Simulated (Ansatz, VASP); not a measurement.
Two plane-wave programs on P

```
CELL_PARAMETERS angstrom
1.82179 1.05181 2.80832
-1.82179 1.05181 2.80832
0.00000 -2.10362 2.80832
ATOMIC_POSITIONS crystal
P 0.22708 0.22708 0.22708
P 0.77292 0.77292 0.77292
```

Alike in both runs: task single point; functional LDA; k mesh 18 × 18 × 18; occupations gaussian, width 0.15 eV; no spin polarisation.

|  | VASP | Ansatz |
| --- | --- | --- |
| version | VASP 6.6.1 | Ansatz 0.2.0 |
| potentials or method | VASP PAW LDA potentials, release 64 (P), cutoff 520 eV | scalar-relativistic, plane waves, PAW |
| valence electrons in the cell | 10 | 10 |

|  | VASP | Ansatz | Ansatz less VASP |
| --- | --- | --- | --- |
| gap on the k mesh at the Fermi level (eV) | none | none | - |
| pressure (GPa) | -6.9 | -6.8 | +0.16 |
| traceless stress, the component that is largest in VASP (GPa) | 9.75 | 9.62 | -0.129 |
| rms of the force components (eV/Å) | 0.283 | 0.295 | +0.0123 |

LDA's correlation is that of Perdew and Zunger in VASP and of Perdew and Wang (1992) in Ansatz. Atom by atom the forces differ by 0.012 eV/Å (rms over components). A gap of «none» marks a metal or a gap that the smearing closes.
